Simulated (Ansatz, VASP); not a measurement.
One calculation of BiRh, two programs

The input INCAR:

```
PREC = Accurate
ENCUT = 520
EDIFF = 1E-6
ISMEAR = -1
SIGMA = 0.03
LREAL = False
LASPH = True
NELM = 60
ALGO = Normal
ISIF = 2
LWAVE = False
LCHARG = False
GGA = CA
NBANDS = 38
```

File KPOINTS:

```
Automatic mesh
0
Gamma
  12 12 7
```

Contents of POSCAR:

```
BiRh
1.0
    4.0803084518      0.0000000000      0.0000000000
   -2.0401542259      3.5336507745      0.0000000000
    0.0000000000      0.0000000000      5.6440600592
Bi Rh
2 2
Direct
    0.3333333333      0.6666666667      0.2500000000
    0.6666666667      0.3333333333      0.7500000000
    0.0000000000      0.0000000000      0.0000000000
    0.0000000000      0.0000000000      0.5000000000
```

Input for Ansatz:

```yaml
crystal:
  lattice:
    - [4.0803084518, 0.0, 0.0]
    - [-2.0401542259, 3.5336507745, 0.0]
    - [0.0, 0.0, 5.6440600592]
  atoms:
    - { symbol: Bi, position: [0.3333333333, 0.6666666667, 0.25] }
    - { symbol: Bi, position: [0.6666666667, 0.3333333333, 0.75] }
    - { symbol: Rh, position: [0.0, 0.0, 0.0] }
    - { symbol: Rh, position: [0.0, 0.0, 0.5] }
kpoints:
  mp_grid: { grid: [12, 12, 7] }
  band_path:
    path:
      - [0.0, 0.0, 0.0]
      - [0.5, 0.0, 0.0]
      - [0.3333333333, 0.3333333333, 0.0]
      - [0.0, 0.0, 0.0]
      - [0.0, 0.0, 0.5]
      - [0.5, 0.0, 0.5]
      - [0.3333333333, 0.3333333333, 0.5]
      - [0.0, 0.0, 0.5]
      - [0.5, 0.0, 0.5]
    npoints: 5
scf:
  occupations: { method: fermi_dirac, width: 0.03 }
hamiltonian:
  xc: lda
  pseudopotentials: { kind: all_electron, lapw: { basis_error: 0.001 } }
output:
  forces: true
  stress: true
  eigenvalues: true
```

Change from the starting cell: volume scaled by 0.99.

Alike in both runs: task single point; functional LDA; k mesh 12 × 12 × 7; occupations fermi-dirac, width 0.03 eV; no spin polarisation.

|  | VASP | Ansatz |
| --- | --- | --- |
| version | VASP 6.6.1 | Ansatz 0.2.0 |
| potentials or method | VASP PAW LDA potentials, release 64 (Bi_d, Rh_pv), cutoff 520 eV | all-electron LAPW, scalar-relativistic |

Ansatz gave:

| Item | Value |
| --- | --- |
| pressure (GPa) | -1.4 |
| traceless stress, the component that is largest in VASP (GPa) | -0.82 |

Problem. What did VASP give for the same quantities?

Solution. Pressure (GPa): -1.0; traceless stress, the component that is largest in VASP (GPa): -0.79.

LDA's correlation is that of Perdew and Zunger in VASP and of Perdew and Wang (1992) in Ansatz. Ansatz ran all-electron here, and VASP with PAW potentials.

Neither program's run includes spin-orbit coupling.
